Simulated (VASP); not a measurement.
Runs of VASP 6.6.1 on GaP. The structure is tetragonal, space group I-4m2 (No. 119). The conventional cell has a = 3.854 Å, b = 3.854 Å, c = 5.233 Å, α = 90.00°, β = 90.00°, γ = 90.00°. Ga (site symmetry -4m2) has 4 P at 2.33 Å within 3.1 Å. P (site symmetry -4m2) has 4 Ga at 2.33 Å within 3.1 Å. 

```csv
level,spin,k mesh,smearing,gap on the mesh (eV),pressure (GPa)
PBE,off,4 × 4 × 4,gaussian 0.01 eV,(a),6.8
r2SCAN,"non-collinear, zero start, SOC",8 × 8 × 8,fermi-dirac 0.02 eV,-,3.8
r2SCAN,off,8 × 8 × 8,gaussian 0.01 eV,1.42,3.9
PBE,off,8 × 8 × 8,fermi-dirac 0.02 eV,1.18,(b)
```

Alike in all rows: task single point; potentials or basis VASP PAW PBE potentials, release 64 (Ga_d, P); cell as given; cutoff (eV) 520.

Q: Estimate the missing entries.

A: (a) 1.20; (b) 6.3.

Caveats: some runs use coarse meshes; the PAW data sets were made with another functional, which shifts forces and pressure a little (some runs).

A k mesh can miss the band edges, and rows without SOC leave out spin-orbit coupling on Ga.
